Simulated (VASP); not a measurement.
Here is a VASP 6.6.1 calculation.

File INCAR:

```
SYSTEM = C
PREC = Accurate
ENCUT = 520
EDIFF = 1E-6
ISMEAR = -1
SIGMA = 0.02
LREAL = .False.
LASPH = .True.
NELM = 80
ALGO = Normal
ISIF = 2
LWAVE = .False.
LCHARG = .True.
GGA = PE
LELF = .True.
LVHAR = .True.
NBANDS = 16
```

Contents of KPOINTS:

```
regular mesh
0
Gamma
  12 12 12
  0 0 0
```

The input POSCAR:

```
C
1.0
    1.2275050107      0.7087003484      6.9141690043
   -1.2275050107      0.7087003484      6.9141690043
    0.0000000000     -1.4174006968      6.9141690043
C
4
Direct
    0.9191129941      0.9191129941      0.9191129941
    0.2524458879      0.2524458879      0.2524458879
    0.7475541121      0.7475541121      0.7475541121
    0.0808870059      0.0808870059      0.0808870059
```

Potentials or basis: VASP PAW PBE potentials, release 64 (C).

Launch:

```console
$ cat potpaw_PBE.64/C/POTCAR > POTCAR
$ mpirun -np 1 vasp_std > vasp.out
```

Task: Predict the pressure.

Result: 5.0 GPa.

Task: Estimate the band gap on the k mesh.

Result: 0.24 eV, direct.

Task: What does it give for the largest force?

Result: 0.022 eV/Å.

Stress tensor (GPa, compression positive):
```
6.08 0.00 0.00
0.00 6.08 0.00
0.00 0.00 2.97
```

A k mesh can miss the band edges.
